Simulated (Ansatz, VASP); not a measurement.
**TaBiS3: VASP beside Ansatz**

```
CELL_PARAMETERS angstrom
3.35358 1.93619 5.47637
-3.35358 1.93619 5.47637
0.00000 -3.87238 5.47637
ATOMIC_POSITIONS crystal
Ta 0.50000 0.50000 0.50000
Ta 0.00000 0.00000 0.00000
Bi 0.75000 0.75000 0.75000
Bi 0.25000 0.25000 0.25000
S 0.83975 0.25000 0.66025
S 0.66025 0.83975 0.25000
S 0.25000 0.66025 0.83975
S 0.16025 0.75000 0.33975
S 0.33975 0.16025 0.75000
S 0.75000 0.33975 0.16025
```

Alike in both runs: task single point; functional PBE; k mesh 4 × 4 × 4; occupations gaussian, width 0.1 eV; no spin polarisation.

|  | VASP | Ansatz |
| --- | --- | --- |
| version | VASP 6.6.1 | Ansatz 0.2.0 |
| potentials or method | VASP PAW PBE potentials, release 64 (Ta_pv, Bi_d, S), cutoff 520 eV | scalar-relativistic, plane waves, PAW |
| valence electrons in the cell | 88 | 92 |

Ansatz gave:

| Item | Value |
| --- | --- |
| gap on the k mesh at the Fermi level (eV) | none |
| pressure (GPa) | 2.1 |
| traceless stress, the component that is largest in VASP (GPa) | -1.97 |
| rms of the force components (eV/Å) | 0.004 |

Q: Estimate VASP's values.

A: gap on the k mesh at the Fermi level (eV): none; pressure (GPa): 2.1; traceless stress, the component that is largest in VASP (GPa): -1.97; rms of the force components (eV/Å): 0.002.

Atom by atom the forces differ by 0.002 eV/Å (rms over components). A gap of «none» marks a metal or a gap that the smearing closes. VASP's potentials hold 88 valence electrons a cell and Ansatz's 92, so a difference there can come from the potentials and not from the codes.

Spin-orbit coupling is off throughout.
